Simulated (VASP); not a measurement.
# Tl (I4/mmm) in VASP: notebook

Tl is run at these levels: r2SCAN; tasks: single point.

All numbers are computed with VASP 6.6.1; they aren't measurements. Logs are shortened: lines on timing, memory, paths and dates and some standing lists are left out, and cuts for length are marked.

## 1. The cell of the first run

It takes space group I4/mmm (No. 139, tetragonal). Conventional cell: a = 4.358 Å, b = 4.358 Å, c = 3.081 Å, α = 90.00°, β = 90.00°, γ = 90.00°. Tl (site symmetry 4/mmm) has 10 Tl at 3.08 to 3.44 Å within 4.1 Å.

## 2. Single point, r2SCAN

The input, POSCAR:

```
Tl
1.0
   -2.1788085163      2.1788085163      1.5404176210
    2.1788085163     -2.1788085163      1.5404176210
    2.1788085163      2.1788085163     -1.5404176210
Tl
1
Direct
    0.0000000000      0.0000000000      0.0000000000
```

The input, INCAR.step1:

```
  PREC = Accurate
  ENCUT = 520
  ISMEAR = 0
  SIGMA = 0.15
  LREAL = F
  LASPH = T
  NELM = 80
  NBANDS = 12
  GGA = PE
  ALGO = Normal
  EDIFF = 1E-4
  LWAVE = T
  LCHARG = F
```

The input, INCAR.step2:

```
  PREC = Accurate
  ENCUT = 520
  EDIFF = 1E-6
  ISMEAR = 0
  SIGMA = 0.15
  LREAL = F
  LASPH = T
  NELM = 80
  ALGO = Normal
  ISIF = 2
  LWAVE = F
  LCHARG = F
  METAGGA = R2SCAN
  LMIXTAU = T
  NBANDS = 12
  ISTART = 1
```

The input, KPOINTS:

```
regular mesh
0
Gamma
  20 20 20
```

Potentials or basis: VASP PAW PBE potentials, release 64 (Tl_d).

Command:

```console
> cat potpaw_PBE.64/Tl_d/POTCAR > POTCAR
> cp INCAR.step1 INCAR
> mpirun -np 1 vasp_std > vasp.out
> cp INCAR.step2 INCAR
> mpirun -np 1 vasp_std > vasp.out
```

OUTCAR:

```text
PREC = Accurate
   ENCUT = 520
   EDIFF = 1E-6
   ISMEAR = 0
   LREAL = F
   LASPH = T
   NELM = 80
   ISIF = 2
   METAGGA = R2SCAN
   ISTART = 1

 ion  position               nearest neighbor table
   1  0.000  0.000  0.000-

  LATTYP: Found a body centered tetragonal cell.
 ALAT       =     4.3576170326
 C/A-ratio  =     0.7070000000

  Lattice vectors:

 A1 = (  -2.1788085163,   2.1788085163,   1.5404176210)
 A2 = (   2.1788085163,  -2.1788085163,   1.5404176210)
 A3 = (   2.1788085163,   2.1788085163,  -1.5404176210)

Analysis of symmetry for initial positions (statically):
=====================================================================
 Subroutine PRICEL returns:
 Original cell was already a primitive cell.

 Routine SETGRP: Setting up the symmetry group for a
 body centered tetragonal supercell.

 Subroutine GETGRP returns: Found 16 space group operations
 (whereof 16 operations were pure point group operations)
 out of a pool of 16 trial point group operations.

The static configuration has the point symmetry D_4h.

Analysis of symmetry for dynamics (positions and initial velocities):
=====================================================================
 Subroutine PRICEL returns:
 Original cell was already a primitive cell.

 Routine SETGRP: Setting up the symmetry group for a
 body centered tetragonal supercell.

 Subroutine GETGRP returns: Found 16 space group operations
 (whereof 16 operations were pure point group operations)
 out of a pool of 16 trial point group operations.

The dynamic configuration has the point symmetry D_4h.

 Subroutine INISYM returns: Found 16 space group operations
 (whereof 16 operations are pure point group operations),
 and found     1 'primitive' translations

----------------------------------------------------------------------------------------

                                     Primitive cell

  volume of cell :      29.2507

  direct lattice vectors                    reciprocal lattice vectors
    -2.178808516  2.178808516  1.540417621     0.000000000  0.229483223  0.324587302
     2.178808516 -2.178808516  1.540417621     0.229483223  0.000000000  0.324587302
     2.178808516  2.178808516 -1.540417621     0.229483223  0.229483223  0.000000000

  length of vectors
     3.444894708  3.444894708  3.444894708     0.397516624  0.397516624  0.324538286

  position of ions in fractional coordinates (direct lattice)
     0.000000000  0.000000000  0.000000000

  ion indices of the primitive-cell ions
   primitive index   ion index
                 1           1

----------------------------------------------------------------------------------------

 KPOINTS: regular mesh

Automatic generation of k-mesh.
 Grid dimensions read from file:
 generate k-points for:   20   20   20

 Generating k-lattice:

  Cartesian coordinates                     Fractional coordinates (reciprocal lattice)
     0.000000000  0.011474161  0.016229365     0.050000000  0.000000000 -0.000000000
     0.011474161  0.000000000  0.016229365     0.000000000  0.050000000 -0.000000000
     0.011474161  0.011474161  0.000000000     0.000000000  0.000000000  0.050000000

  Length of vectors
     0.019875831  0.019875831  0.016226914

  Shift w.r.t. Gamma in fractional coordinates (k-lattice)
     0.000000000  0.000000000  0.000000000

 Subroutine IBZKPT returns following result:
 ===========================================

 Found    641 irreducible k-points:

 Following reciprocal coordinates:
            Coordinates               Weight
  0.000000  0.000000  0.000000      1.000000
  0.050000  0.000000 -0.000000      8.000000
  0.100000 -0.000000  0.000000      8.000000
  0.150000  0.000000  0.000000      8.000000
  0.200000 -0.000000  0.000000      8.000000
  0.250000 -0.000000  0.000000      8.000000
[... 16 lines left out ...]
 -0.400000  0.050000  0.000000     16.000000
 -0.350000  0.050000  0.000000     16.000000
 [... further k-points ...]
   k-points           NKPTS =    641   k-points in BZ     NKDIM =    641   number of bands    NBANDS=     12
   number of dos      NEDOS =    301   number of ions     NIONS =      1
   total plane-waves  NPLWV =  21952
   dimension x,y,z NGX =    28 NGY =   28 NGZ =   28
   dimension x,y,z NGXF=    56 NGYF=   56 NGZF=   56
   ions per type =               1
   NGX,Y,Z   is equivalent  to a cutoff of  13.51, 13.51, 13.51 a.u.
   NGXF,Y,Z  is equivalent  to a cutoff of  27.02, 27.02, 27.02 a.u.
 SYSTEM =  unknown system
   PREC   = accura    normal or accurate (medium, high low for compatibility)
   ISTART =      1    job   : 0-new  1-cont  2-samecut
   ICHARG =      0    charge: 1-file 2-atom 10-const
   ISPIN  =      1    spin polarized calculation?
   LNONCOLLINEAR =      F non collinear calculations
   LSORBIT =      F    spin-orbit coupling
   LASPH  =      T    aspherical Exc in radial PAW
   ENCUT  =  520.0 eV  38.22 Ry    6.18 a.u.   6.41  6.41  6.41*2*pi/ulx,y,z
   NELM   =     80;   NELMIN=  2; NELMDL=  0     # of ELM steps
   EDIFF  = 0.1E-05   stopping-criterion for ELM
   LREAL  =      F    real-space projection
   EDIFFG = 0.1E-04   stopping-criterion for IOM
   NSW    =      0    number of steps for IOM
   IBRION =     -1    ionic relax: 0-MD 1-quasi-New 2-CG
   NFREE  =      0    steps in history (QN), initial steepest desc. (CG)
   ISIF   =      2    stress and relaxation
   ISYM   =      2    0-nonsym 1-usesym 2-fastsym
   POTIM  = 0.5000    time-step for ionic-motion
   TEBEG  =    0.0;   TEEND  =   0.0 temperature during run
   PSTRESS=    0.0 pullay stress
   NELECT =      13.0000    total number of electrons
   NUPDOWN=      -1.0000    fix difference up-down
   EMIN   =  10.00;   EMAX   =-10.00  energy-range for DOS
   EFERMI =   0.00;   METHOD = LEGACY
   ISMEAR =     0;   SIGMA  =   0.15  broadening in eV -4-tet -1-fermi 0-gaus
   EFERMI_NEDOS =   21; number of points for ismear=-14 and -15
   IALGO  =     38    algorithm
   IMIX   =      4    mixing-type and parameters
     AMIX     =   0.40;   BMIX     =  1.00
     AMIX_MAG =   1.60;   BMIX_MAG =  1.00
  volume/ion in A,a.u.               =      29.25       197.39
  Fermi-wavevector in a.u.,A,eV,Ry     =   1.249330  2.360891 21.236311  1.560825
  Thomas-Fermi vector in A             =   2.383375
   LORBIT       =      0    0 simple, 1 ext, 2 COOP (PROOUT), +10 PAW based schemes
   METAGGA = R2SCAN    functional components
   LHFCALC =     F    Hartree Fock is set to
   AEXX    =    0.0000 exact exchange contribution
   IVDW    =     0    specifies the selected vdW correction
   LEPSILON=     F    determine dielectric tensor
   LRPA    =     F    only Hartree local field effects (RPA)
 non-spin polarized calculation
 Gauss-broadening in eV      SIGMA  =   0.15
  energy-cutoff  :      520.00
  volume of cell :       29.25
 maximum number of plane-waves:       822
 NGX is ok and might be reduce to    28
   NGX = 13   NGY = 13   NGZ = 13

 number of electron      12.9999998 magnetization

 Free energy of the ion-electron system (eV)
  ---------------------------------------------------
  ext. energy  EPLUGINS =         0.00000000
  ---------------------------------------------------
  free energy    TOTEN  =       -53.09221831 eV

  energy without entropy =      -53.08588846  energy(sigma->0) =      -53.08905338

 E-fermi :   6.3833     XC(G=0): -10.6706

 val. band max:        6.3737737874   @ k =   0.4000   0.2500   0.0000
 cond. band min:       6.3841834904   @ k =  -0.4000   0.5000   0.4000
 fundamental gap:      0.0104097029
 Fermi energy:         6.3832668862

 k-point     1 :       0.0000    0.0000    0.0000
  band No.  band energies     occupation
      1      -6.2109      2.00000
      2      -6.1414      2.00000
      3      -5.5923      2.00000
      4      -5.5923      2.00000
      5      -5.4543      2.00000
      6      -4.0723      2.00000
      7      13.8248      0.00000
      8      13.8248      0.00000
      9      17.9530      0.00000
     10      18.8353      0.00000
     11      21.1954      0.00000
     12      21.7048      0.00000

 k-point     2 :       0.0500    0.0000   -0.0000
  band No.  band energies     occupation
      1      -6.1836      2.00000
      2      -6.1311      2.00000
      3      -5.6013      2.00000
      4      -5.6006      2.00000
      5      -5.4587      2.00000
      6      -4.0086      2.00000
      7      13.7066      0.00000
      8      13.7452      0.00000
      9      18.1825      0.00000
     10      18.9902      0.00000
     11      20.4613      0.00000
     12      21.4216      0.00000

 k-point     3 :       0.1000   -0.0000    0.0000
  band No.  band energies     occupation
      1      -6.1064      2.00000
      2      -6.1031      2.00000
      3      -5.6290      2.00000
      4      -5.6220      2.00000
      5      -5.4708      2.00000
      6      -3.8128      2.00000
      7      13.4072      0.00000
      8      13.5296      0.00000
      9      18.6939      0.00000
     10      18.8221      0.00000
     11      19.4263      0.00000
     12      20.7515      0.00000

 k-point     4 :       0.1500    0.0000    0.0000
  band No.  band energies     occupation
      1      -6.0678      2.00000
      2      -5.9931      2.00000
      3      -5.6728      2.00000
      4      -5.6457      2.00000
      5      -5.4884      2.00000
      6      -3.4751      2.00000
      7      13.0059      0.00000
      8      13.2273      0.00000
      9      16.6986      0.00000
     10      19.7153      0.00000
     11      19.8267      0.00000
     12      19.8574      0.00000

 k-point     5 :       0.2000   -0.0000    0.0000
  band No.  band energies     occupation
      1      -6.0442      2.00000
      2      -5.8840      2.00000
      3      -5.7036      2.00000
      4      -5.6523      2.00000
      5      -5.5089      2.00000
      6      -2.9871      2.00000
      7      12.4803      0.00000
      8      12.8826      0.00000
      9      14.7841      0.00000
     10      18.8029      0.00000
     11      19.1327      0.00000
     12      20.8495      0.00000
[... 228 lines left out ...]
      1      -6.1970      2.00000
      2      -6.1274      2.00000
      3      -5.6027      2.00000
      4      -5.3783      2.00000
      5      -5.1443      2.00000
      6       1.9485      2.00000
      7       4.6128      2.00000
      8      11.1080      0.00000
      9      11.9977      0.00000
     10      15.9210      0.00000
     11      17.2206      0.00000
     12      20.4785      0.00000

 k-point    22 :      -0.4500    0.0500    0.0000
  band No.  band energies     occupation
      1      -6.1726      2.00000
      2      -6.0945      2.00000
      3      -5.5959      2.00000
      4      -5.4051      2.00000
      5      -5.2161      2.00000
      6       0.8277      2.00000
      7       6.0374      1.99889
      8      11.0378      0.00000
      9      12.1300      0.00000
     10      16.1389      0.00000
     11      17.5039      0.00000
     12      20.7675      0.00000

 k-point    23 :      -0.4000    0.0500    0.0000
  band No.  band energies     occupation
      1      -6.1343      2.00000
      2      -6.0396      2.00000
      3      -5.5836      2.00000
      4      -5.4565      2.00000
      5      -5.3275      2.00000
      6      -0.2650      2.00000
      7       7.6611      0.00000
      8      11.0952      0.00000
      9      12.3525      0.00000
     10      16.5021      0.00000
     11      17.9178      0.00000
     12      21.1572      0.00000

 k-point    24 :      -0.3500    0.0500    0.0000
  band No.  band energies     occupation
      1      -6.0901      2.00000
      2      -5.9705      2.00000
      3      -5.5691      2.00000
      4      -5.5239      2.00000
      5      -5.4611      2.00000
      6      -1.2376      2.00000
      7       9.3101      0.00000
      8      11.3371      0.00000
      9      12.6614      0.00000
     10      17.0153      0.00000
     11      18.4592      0.00000
     12      21.6143      0.00000

 [... further k-points ...]

------------------------ aborting loop because EDIFF is reached ----------------------------------------

  FORCE on cell =-STRESS in cart. coord.  units (eV):
  Direction    XX          YY          ZZ          XY          YZ          ZX
  --------------------------------------------------------------------------------------
  -------------------------------------------------------------------------------------
  Total        0.1144367      0.1144367      1.0334685      0.0000000     -0.0000000      0.0000000
  in kB        6.2681500      6.2681500     56.6071426      0.0000000     -0.0000000      0.0000000
  external PRESSURE =      23.0478142 kB  Pullay stress =       0.0000000 kB

 VOLUME and BASIS-vectors are now :
 -----------------------------------------------------------------------------
  energy-cutoff  :      520.00
  volume of cell :       29.25
      direct lattice vectors                 reciprocal lattice vectors
    -2.178808516  2.178808516  1.540417621     0.000000000  0.229483223  0.324587302
     2.178808516 -2.178808516  1.540417621     0.229483223  0.000000000  0.324587302
     2.178808516  2.178808516 -1.540417621     0.229483223  0.229483223  0.000000000

 POSITION                                       TOTAL-FORCE (eV/Angst)
 -----------------------------------------------------------------------------------
      0.00000      0.00000      0.00000         0.000000      0.000000      0.000000
 -----------------------------------------------------------------------------------
    total drift:                               -0.000000     -0.000000     -0.000000

  FREE ENERGIE OF THE ION-ELECTRON SYSTEM (eV)
  ---------------------------------------------------
  free  energy   TOTEN  =       -53.0922183080 eV

  energy  without entropy=      -53.0858884555  energy(sigma->0) =      -53.08905338
```

Run time: 5.5 min. Hardware: 1 thread of Intel Xeon 6975P-C (Granite Rapids), shared host; peak memory 0.34 GiB.

Results:

```
Free energy            : -53.0922 eV
Pressure               : 2.3 GPa
Band gap on the k mesh : zero (an odd number of electrons rules out a gap without spin polarisation)
```

Levels at points of the mesh, in eV from the Fermi level:
| k point | band 2 | band 3 | band 4 | band 5 | band 6 | band 7 | band 8 | band 9 | band 10 | band 11 |
| --- | --- | --- | --- | --- | --- | --- | --- | --- | --- | --- |
| (0.00, 0.00, 0.00) | -12.52 | -11.98 | -11.98 | -11.84 | -10.46 | 7.44 | 7.44 | 11.57 | 12.45 | 14.81 |
| (0.50, 0.00, 0.00) | -12.53 | -11.98 | -11.75 | -11.50 | -4.00 | -2.33 | 5.07 | 5.71 | 9.23 | 10.48 |
| (0.50, 0.50, 0.00) | -12.27 | -12.03 | -12.03 | -11.63 | -6.88 | -3.33 | 10.55 | 10.76 | 12.71 | 13.05 |
| (0.50, 0.50, 0.50) | -12.46 | -11.66 | -11.66 | -11.65 | -3.77 | -0.53 | -0.53 | 5.08 | 7.49 | 12.07 |

Caveat: the stress differs along the axes, from 1 to 6 GPa; the PAW data sets were made with another functional, which shifts forces and pressure a little; spin-orbit coupling is left out, which moves the levels of the heavy elements.

## 3. Single point, r2SCAN

The input, POSCAR:

```
Tl
1.0
   -2.0490500196      2.0490500196      1.7416925167
    2.0490500196     -2.0490500196      1.7416925167
    2.0490500196      2.0490500196     -1.7416925167
Tl
1
Direct
    0.0000000000      0.0000000000      0.0000000000
```

The input, INCAR.step1:

```
SYSTEM = Tl
PREC = Accurate
ENCUT = 520
ISMEAR = 0
SIGMA = 0.15
LREAL = .FALSE.
LASPH = .TRUE.
NELM = 60
NBANDS = 12
GGA = PE
ALGO = Normal
EDIFF = 1E-4
LWAVE = .TRUE.
LCHARG = .FALSE.
```

The input, INCAR.step2:

```
SYSTEM = Tl
PREC = Accurate
ENCUT = 520
EDIFF = 1E-6
ISMEAR = 0
SIGMA = 0.15
LREAL = .FALSE.
LASPH = .TRUE.
NELM = 60
ALGO = Normal
ISIF = 2
LWAVE = .FALSE.
LCHARG = .FALSE.
METAGGA = R2SCAN
LMIXTAU = .TRUE.
NBANDS = 12
ISTART = 1
```

The input, KPOINTS:

```
Automatic mesh
0
G
  20 20 20
  0 0 0
```

Potentials or basis: VASP PAW PBE potentials, release 64 (Tl_d).

Command:

```console
> cat potpaw_PBE.64/Tl_d/POTCAR > POTCAR
> cp INCAR.step1 INCAR
> mpirun -np 1 vasp_std > vasp.out
> cp INCAR.step2 INCAR
> mpirun -np 1 vasp_std > vasp.out
```

Wall time 5.7 min (1 thread of Intel Xeon 6975P-C (Granite Rapids), shared host); peak memory 0.34 GiB.

Results (log left out):

| Item | Value |
| --- | --- |
| Free energy | -53.1594 eV |
| Pressure | 1.0 GPa |
| Band gap on the k mesh | zero (an odd number of electrons rules out a gap without spin polarisation) |

Stress tensor (GPa, compression positive):
```
0.53 0.00 0.00
0.00 0.53 0.00
0.00 0.00 2.00
```

Levels at points of the mesh, in eV from the Fermi level:
| k point | band 4 | band 5 | band 6 | band 7 | band 8 | band 9 |
| --- | --- | --- | --- | --- | --- | --- |
| (0.00, 0.00, 0.00) | -12.01 | -11.76 | -10.34 | 9.56 | 9.56 | 12.23 |
| (0.50, 0.00, 0.00) | -11.66 | -11.56 | -4.87 | -2.53 | 5.31 | 6.50 |
| (0.50, 0.50, 0.00) | -11.89 | -11.58 | -5.99 | -3.02 | 7.72 | 9.48 |
| (0.50, 0.50, 0.50) | -11.63 | -11.57 | -2.38 | 0.47 | 0.47 | 3.89 |

Caveat: the PAW data sets were made with another functional, which shifts forces and pressure a little; spin-orbit coupling is left out, which moves the levels of the heavy elements.
